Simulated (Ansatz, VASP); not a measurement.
# One calculation of GaN, two programs

Contents of INCAR:

```
ALGO = Normal
EDIFF = 1E-7
ENCUT = 520
GGA = PE
ISIF = 2
ISMEAR = 0
LASPH = True
LCHARG = False
LREAL = False
LWAVE = False
NBANDS = 16
NELM = 80
PREC = Accurate
SIGMA = 0.05
```

File KPOINTS:

```
k-points
0
Gamma
  14 14 14
```

POSCAR

```
GaN
1.0
    0.0000000000      2.0614412784      2.0614412784
    2.0614412784      0.0000000000      2.0614412784
    2.0614412784      2.0614412784      0.0000000000
Ga N
1 1
Direct
    0.0000000000      0.0000000000      0.0000000000
    0.5000000000      0.5000000000      0.5000000000
```

Input for Ansatz:

```yaml
crystal:
  lattice:
    - [0.0, 2.0614412784, 2.0614412784]
    - [2.0614412784, 0.0, 2.0614412784]
    - [2.0614412784, 2.0614412784, 0.0]
  atoms:
    - { symbol: Ga, position: [0.0, 0.0, 0.0] }
    - { symbol: "N", position: [0.5, 0.5, 0.5] }
basis:
  ecutwfc: 420
kpoints:
  mp_grid: { grid: [14, 14, 14] }
hamiltonian:
  xc: pbe
scf:
  occupations: { method: gaussian, width: 0.05 }
output:
  forces: true
  stress: true
  eigenvalues: true
  populations: true
```

Alike in both runs: task single point; functional PBE; k mesh 14 × 14 × 14; occupations gaussian, width 0.05 eV; no spin polarisation.

|  | VASP | Ansatz |
| --- | --- | --- |
| version | VASP 6.6.1 | Ansatz 0.2.0 |
| potentials or method | VASP PAW PBE potentials, release 64 (Ga_d, N), cutoff 520 eV | scalar-relativistic, plane waves, PAW |
| valence electrons in the cell | 18 | 18 |

Ansatz gave:

```
gap on the k mesh at the Fermi level (eV) : 1.09
least direct gap on the mesh (eV)         : 3.72
pressure (GPa)                            : 27.7
```

Problem. Estimate VASP's values.

Solution. gap on the k mesh at the Fermi level (eV): 1.08; least direct gap on the mesh (eV): 3.73; pressure (GPa): 28.7.

The functional is the same, so the differences come from potentials, cutoffs and numerics.
